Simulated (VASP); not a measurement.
# C (Pmma) in VASP: notebook

The runs below take C through single point, with PBEsol+D3(BJ).

Program: VASP 6.6.1. These are calculated values, not measurements. Logs are shortened: lines on timing, memory, paths and dates and some standing lists are left out, and cuts for length are marked.

**1. The cell of the first run**

It takes space group Pmma (No. 51, orthorhombic). The conventional cell has a = 2.458 Å, b = 3.529 Å, c = 4.257 Å, α = 90.00°, β = 90.00°, γ = 90.00°. C (site symmetry mm2) has 3 C at 1.39 to 1.40 Å within 1.9 Å. Within 1.9 Å of C (site symmetry mm2) lie 3 C at 1.39 to 1.47 Å.

**2. Single point, PBEsol+D3(BJ) (mode 8 frozen in at -0.030 Å and mode 12 at +0.015 Å (largest displacements))**

Input file INCAR:

```
SYSTEM = C
  PREC = Accurate
  ENCUT = 600
  EDIFF = 1E-6
  ISMEAR = 0
  SIGMA = 0.15
  LREAL = .False.
  LASPH = .True.
  NELM = 120
  ALGO = Normal
  ISIF = 2
  LWAVE = .False.
  LCHARG = .False.
  GGA = PS
  IVDW = 12
  NBANDS = 16
  GGA_COMPAT = .False.
```

Input file KPOINTS:

```
regular mesh
0
Gamma
  18 12 10
  0 0 0
```

Input file POSCAR:

```
C
1.0
   -2.4576582504      0.0000000000      0.0000000000
    0.0000000000      0.0000000000     -3.5294825081
    0.0000000000     -4.2567889574      0.0000000000
C
4
Direct
    0.5000000000      0.0000000000      0.1701904496
    0.0000000000      0.0000000000      0.6560953181
    0.0000000000      0.0000000000      0.3298095504
    0.5000000000      0.0000000000      0.8439046819
```

Potentials or basis: VASP PAW PBE potentials, release 64 (C).

Started as:

```sh
$ cat potpaw_PBE.64/C/POTCAR > POTCAR
$ mpirun -np 1 vasp_std > vasp.out
```

OUTCAR:

```text
SYSTEM = C
   PREC = Accurate
   ENCUT = 600
   EDIFF = 1E-6
   ISMEAR = 0
   LREAL = .False.
   LASPH = .True.
   NELM = 120
   ISIF = 2
   GGA = PS
   IVDW = 12
 IVDW          = 12

 ion  position               nearest neighbor table
   1  0.500  0.000  0.170-   4 1.39   3 1.40   3 1.40
   2  0.000  0.000  0.656-   3 1.39   4 1.47   4 1.47
   3  0.000  0.000  0.330-   2 1.39   1 1.40   1 1.40
   4  0.500  0.000  0.844-   1 1.39   2 1.47   2 1.47

  LATTYP: Found a simple orthorhombic cell.
 ALAT       =     2.4576582504
 B/A-ratio  =     1.4361160701
 C/A-ratio  =     1.7320508076

  Lattice vectors:

 A1 = (  -2.4576582504,   0.0000000000,   0.0000000000)
 A2 = (   0.0000000000,   0.0000000000,  -3.5294825081)
 A3 = (   0.0000000000,  -4.2567889574,   0.0000000000)

Analysis of symmetry for initial positions (statically):
=====================================================================
 Subroutine PRICEL returns:
 Original cell was already a primitive cell.

 Routine SETGRP: Setting up the symmetry group for a
 simple orthorhombic supercell.

 Subroutine GETGRP returns: Found  8 space group operations
 (whereof  4 operations were pure point group operations)
 out of a pool of  8 trial point group operations.

The static configuration has the point symmetry C_2v.
 The point group associated with its full space group is D_2h.

Analysis of symmetry for dynamics (positions and initial velocities):
=====================================================================
 Subroutine PRICEL returns:
 Original cell was already a primitive cell.

 Routine SETGRP: Setting up the symmetry group for a
 simple orthorhombic supercell.

 Subroutine GETGRP returns: Found  8 space group operations
 (whereof  4 operations were pure point group operations)
 out of a pool of  8 trial point group operations.

The dynamic configuration has the point symmetry C_2v.
 The point group associated with its full space group is D_2h.

 Subroutine INISYM returns: Found  8 space group operations
 (whereof  4 operations are pure point group operations),
 and found     1 'primitive' translations

----------------------------------------------------------------------------------------

                                     Primitive cell

  volume of cell :      36.9245

  direct lattice vectors                    reciprocal lattice vectors
    -2.457658250  0.000000000  0.000000000    -0.406891397  0.000000000  0.000000000
     0.000000000  0.000000000 -3.529482508     0.000000000  0.000000000 -0.283327654
     0.000000000 -4.256788957  0.000000000     0.000000000 -0.234918858  0.000000000

  length of vectors
     2.457658250  3.529482508  4.256788957     0.406891397  0.283327654  0.234918858

  position of ions in fractional coordinates (direct lattice)
     0.500000000  0.000000000  0.170190450
     0.000000000  0.000000000  0.656095318
     0.000000000  0.000000000  0.329809550
     0.500000000  0.000000000  0.843904682

  ion indices of the primitive-cell ions
   primitive index   ion index
                 1           1
                 2           2
                 3           3
                 4           4

----------------------------------------------------------------------------------------

 KPOINTS: regular mesh

Automatic generation of k-mesh.
 Grid dimensions read from file:
 generate k-points for:   18   12   10

 Generating k-lattice:

  Cartesian coordinates                     Fractional coordinates (reciprocal lattice)
    -0.022605078  0.000000000  0.000000000     0.055555556  0.000000000  0.000000000
     0.000000000  0.000000000 -0.023610638     0.000000000  0.083333333  0.000000000
     0.000000000 -0.023491886  0.000000000     0.000000000  0.000000000  0.100000000

  Length of vectors
     0.022605078  0.023610638  0.023491886

  Shift w.r.t. Gamma in fractional coordinates (k-lattice)
     0.000000000  0.000000000  0.000000000

 Subroutine IBZKPT returns following result:
 ===========================================

 Found    420 irreducible k-points:

 Following reciprocal coordinates:
            Coordinates               Weight
  0.000000  0.000000  0.000000      1.000000
  0.055556  0.000000  0.000000      2.000000
  0.111111  0.000000  0.000000      2.000000
  0.166667  0.000000  0.000000      2.000000
  0.222222  0.000000  0.000000      2.000000
  0.277778  0.000000  0.000000      2.000000
[... 16 lines left out ...]
  0.111111  0.166667  0.000000      4.000000
  0.166667  0.166667  0.000000      4.000000
 [... further k-points ...]
   k-points           NKPTS =    420   k-points in BZ     NKDIM =    420   number of bands    NBANDS=     16
   number of dos      NEDOS =    301   number of ions     NIONS =      4
   total plane-waves  NPLWV =  20160
   dimension x,y,z NGX =    20 NGY =   28 NGZ =   36
   dimension x,y,z NGXF=    40 NGYF=   56 NGZF=   72
   ions per type =               4
   NGX,Y,Z   is equivalent  to a cutoff of  13.53, 13.19, 14.06 a.u.
   NGXF,Y,Z  is equivalent  to a cutoff of  27.06, 26.38, 28.12 a.u.
 SYSTEM =  C
   PREC   = accura    normal or accurate (medium, high low for compatibility)
   ISTART =      0    job   : 0-new  1-cont  2-samecut
   ICHARG =      2    charge: 1-file 2-atom 10-const
   ISPIN  =      1    spin polarized calculation?
   LNONCOLLINEAR =      F non collinear calculations
   LSORBIT =      F    spin-orbit coupling
   LASPH  =      T    aspherical Exc in radial PAW
   ENCUT  =  600.0 eV  44.10 Ry    6.64 a.u.   4.91  7.05  8.50*2*pi/ulx,y,z
   NELM   =    120;   NELMIN=  2; NELMDL= -5     # of ELM steps
   EDIFF  = 0.1E-05   stopping-criterion for ELM
   LREAL  =      F    real-space projection
   EDIFFG = 0.1E-04   stopping-criterion for IOM
   NSW    =      0    number of steps for IOM
   IBRION =     -1    ionic relax: 0-MD 1-quasi-New 2-CG
   NFREE  =      0    steps in history (QN), initial steepest desc. (CG)
   ISIF   =      2    stress and relaxation
   ISYM   =      2    0-nonsym 1-usesym 2-fastsym
   POTIM  = 0.5000    time-step for ionic-motion
   TEBEG  =    0.0;   TEEND  =   0.0 temperature during run
   PSTRESS=    0.0 pullay stress
   NELECT =      16.0000    total number of electrons
   NUPDOWN=      -1.0000    fix difference up-down
   EMIN   =  10.00;   EMAX   =-10.00  energy-range for DOS
   EFERMI =   0.00;   METHOD = LEGACY
   ISMEAR =     0;   SIGMA  =   0.15  broadening in eV -4-tet -1-fermi 0-gaus
   EFERMI_NEDOS =   21; number of points for ismear=-14 and -15
   IALGO  =     38    algorithm
   IMIX   =      4    mixing-type and parameters
     AMIX     =   0.40;   BMIX     =  1.00
     AMIX_MAG =   1.60;   BMIX_MAG =  1.00
  volume/ion in A,a.u.               =       9.23        62.29
  Fermi-wavevector in a.u.,A,eV,Ry     =   1.238825  2.341040 20.880688  1.534687
  Thomas-Fermi vector in A             =   2.373334
   LORBIT       =      0    0 simple, 1 ext, 2 COOP (PROOUT), +10 PAW based schemes
   GGA     = PS    functional components
   LHFCALC =     F    Hartree Fock is set to
   AEXX    =    0.0000 exact exchange contribution
   IVDW    =    12    specifies the selected vdW correction
   LEPSILON=     F    determine dielectric tensor
   LRPA    =     F    only Hartree local field effects (RPA)
 non-spin polarized calculation
 Gauss-broadening in eV      SIGMA  =   0.15
  energy-cutoff  :      600.00
  volume of cell :       36.92
 maximum number of plane-waves:      1256
 NGX is ok and might be reduce to    20
   NGX =  9   NGY = 15   NGZ = 17

 number of electron      16.0000001 magnetization

 Free energy of the ion-electron system (eV)
  ---------------------------------------------------
  ext. energy  EPLUGINS =         0.00000000
  ---------------------------------------------------
  free energy    TOTEN  =       -38.36804800 eV

  energy without entropy =      -38.36717479  energy(sigma->0) =      -38.36761140

 E-fermi :   4.2319     XC(G=0): -10.1933

 val. band max:        4.2135906581   @ k =   0.2778   0.0833   0.0000
 cond. band min:       4.2465444838   @ k =   0.2778   0.4167   0.0000
 fundamental gap:      0.0329538257
 Fermi energy:         4.2319268182

 k-point     1 :       0.0000    0.0000    0.0000
  band No.  band energies     occupation
      1     -15.4396      2.00000
      2      -9.9116      2.00000
      3      -9.3766      2.00000
      4      -2.6838      2.00000
      5      -2.1520      2.00000
      6       0.8361      2.00000
[... 8 lines left out ...]
     15      15.1109      0.00000
     16      15.9832      0.00000

 k-point     2 :       0.0556    0.0000    0.0000
  band No.  band energies     occupation
      1     -15.3842      2.00000
      2      -9.8631      2.00000
      3      -9.3299      2.00000
      4      -2.6202      2.00000
      5      -2.3961      2.00000
      6       0.7188      2.00000
[... 8 lines left out ...]
     15      15.1596      0.00000
     16      15.8024      0.00000

 k-point     3 :       0.1111    0.0000    0.0000
  band No.  band energies     occupation
      1     -15.2179      2.00000
      2      -9.7180      2.00000
      3      -9.1930      2.00000
      4      -3.0593      2.00000
      5      -2.4299      2.00000
      6       0.3771      2.00000
[... 8 lines left out ...]
     15      15.3033      0.00000
     16      15.3165      0.00000

 k-point     4 :       0.1667    0.0000    0.0000
  band No.  band energies     occupation
      1     -14.9416      2.00000
      2      -9.4760      2.00000
      3      -8.9745      2.00000
      4      -3.9895      2.00000
      5      -2.1151      2.00000
      6      -0.1603      2.00000
[... 8 lines left out ...]
     15      15.5340      0.00000
     16      15.6481      0.00000

 k-point     5 :       0.2222    0.0000    0.0000
  band No.  band energies     occupation
      1     -14.5564      2.00000
      2      -9.1377      2.00000
      3      -8.7022      2.00000
      4      -5.0260      2.00000
      5      -1.6793      2.00000
      6      -1.0074      2.00000
[... 8 lines left out ...]
     15      15.9257      0.00000
     16      16.1409      0.00000

 k-point     6 :       0.2778    0.0000    0.0000
  band No.  band energies     occupation
      1     -14.0639      2.00000
      2      -8.7040      2.00000
      3      -8.4677      2.00000
      4      -5.9855      2.00000
      5      -2.0880      2.00000
      6      -1.6469      2.00000
[... 8 lines left out ...]
     15      16.5613      0.00000
     16      16.7572      0.00000
[... 267 lines left out ...]
 k-point    21 :       0.0000    0.1667    0.0000
  band No.  band energies     occupation
      1     -15.3900      2.00000
      2      -9.8746      2.00000
      3      -9.3477      2.00000
      4      -3.1263      2.00000
      5      -2.1436      2.00000
      6       0.8415      2.00000
[... 8 lines left out ...]
     15      15.9219      0.00000
     16      16.0626      0.00000

 k-point    22 :       0.0556    0.1667    0.0000
  band No.  band energies     occupation
      1     -15.3347      2.00000
      2      -9.8264      2.00000
      3      -9.3012      2.00000
      4      -3.0616      2.00000
      5      -2.3866      2.00000
      6       0.7243      2.00000
[... 8 lines left out ...]
     15      15.7899      0.00000
     16      16.1080      0.00000

 k-point    23 :       0.1111    0.1667    0.0000
  band No.  band energies     occupation
      1     -15.1690      2.00000
      2      -9.6815      2.00000
      3      -9.1640      2.00000
      4      -3.0472      2.00000
      5      -2.8682      2.00000
      6       0.3830      2.00000
[... 8 lines left out ...]
     15      15.7383      0.00000
     16      16.2407      0.00000

 k-point    24 :       0.1667    0.1667    0.0000
  band No.  band energies     occupation
      1     -14.8935      2.00000
      2      -9.4404      2.00000
      3      -8.9459      2.00000
      4      -3.9738      2.00000
      5      -2.5478      2.00000
      6      -0.1535      2.00000
[... 8 lines left out ...]
     15      15.7410      0.00000
     16      16.4499      0.00000

 [... further k-points ...]

------------------------ aborting loop because EDIFF is reached ----------------------------------------

 Edisp (eV)   -0.41714

 E8    (eV) :    -0.2026

  FORCE on cell =-STRESS in cart. coord.  units (eV):
  Direction    XX          YY          ZZ          XY          YZ          ZX
  --------------------------------------------------------------------------------------
  -------------------------------------------------------------------------------------
  Total      -0.05860     1.07229    -0.08800     0.00000     0.00000     0.00000
  in kB      -2.54280    46.52728    -3.81846     0.00000     0.00000     0.00000
  external pressure =       13.39 kB  Pullay stress =        0.00 kB

 VOLUME and BASIS-vectors are now :
 -----------------------------------------------------------------------------
  energy-cutoff  :      600.00
  volume of cell :       36.92
      direct lattice vectors                 reciprocal lattice vectors
    -2.457658250  0.000000000  0.000000000    -0.406891397  0.000000000  0.000000000
     0.000000000  0.000000000 -3.529482508     0.000000000  0.000000000 -0.283327654
     0.000000000 -4.256788957  0.000000000     0.000000000 -0.234918858  0.000000000

 POSITION                                       TOTAL-FORCE (eV/Angst)
 -----------------------------------------------------------------------------------
     -1.22883     -0.72446      0.00000         0.000000      0.667096      0.000000
      0.00000     -2.79286      0.00000         0.000000     -4.012339      0.000000
      0.00000     -1.40393      0.00000         0.000000     -0.667096      0.000000
     -1.22883     -3.59232      0.00000         0.000000      4.012339      0.000000
 -----------------------------------------------------------------------------------
    total drift:                               -0.000000     -0.000000     -0.000000

  FREE ENERGIE OF THE ION-ELECTRON SYSTEM (eV)
  ---------------------------------------------------
  free  energy   TOTEN  =       -38.7851844434 eV

  energy  without entropy=      -38.7843112295  energy(sigma->0) =      -38.78474784
```

Wall time 2 min (1 thread of Intel Xeon Platinum 8488C (Sapphire Rapids), shared host); peak memory 0.33 GiB.

Results:

```yaml
Free_energy: -38.7852 eV
Pressure: 1.3 GPa
Largest_force: 4.012 eV/Å
Band_gap_on_the_k_mesh: zero (band 8 reaches 4.54 eV, above the bottom of band 9 at 3.95 eV)
Dispersion_energy_per_atom: -0.104 eV
```

Forces on the atoms (eV/Å):
```
C    0.000  0.667  0.000
C    0.000 -4.012  0.000
C    0.000 -0.667  0.000
C    0.000  4.012  0.000
```

Stress tensor (GPa, compression positive):
```
-0.25  0.00  0.00
 0.00  4.65  0.00
 0.00  0.00 -0.38
```

Levels at points of the mesh, in eV from the Fermi level:
```
           k point  band 4  band 5  band 6  band 7  band 8  band 9  band 10  band 11  band 12  band 13
(0.00, 0.00, 0.00)   -6.92   -6.38   -3.40   -2.39   -1.56    2.02     3.66     7.29     7.71     9.04
(0.50, 0.00, 0.00)  -10.29   -9.24   -9.24   -2.24   -2.24    3.51     3.51     9.11     9.11    11.15
(0.00, 0.50, 0.00)   -8.46   -6.35   -3.37   -2.68   -2.37    0.65     7.55     7.77     9.14     9.19
(0.50, 0.50, 0.00)  -10.19   -9.17   -9.17   -3.44   -3.44    2.60     2.60    10.05    10.05    11.73
(0.00, 0.00, 0.50)   -7.33   -5.50   -5.47   -4.89   -4.05    5.44     5.58     7.22     7.88     7.96
(0.50, 0.00, 0.50)  -13.13   -6.48   -6.48   -1.94   -1.94    2.60     2.60     7.16     7.16    10.77
(0.00, 0.50, 0.50)   -7.26   -6.89   -6.39   -5.48   -4.02    6.49     7.24     8.03     8.76    10.58
(0.50, 0.50, 0.50)  -13.00   -6.45   -6.45   -3.01   -3.01    1.15     1.15     7.43     7.43    12.97
```

Caveat: the cell differs from its parent crystal (mode 8 frozen in at -0.030 Å and mode 12 at +0.015 Å (largest displacements)); the PAW data sets were made with another functional, which shifts forces and pressure a little.

(Continued in part 2 of 2.)
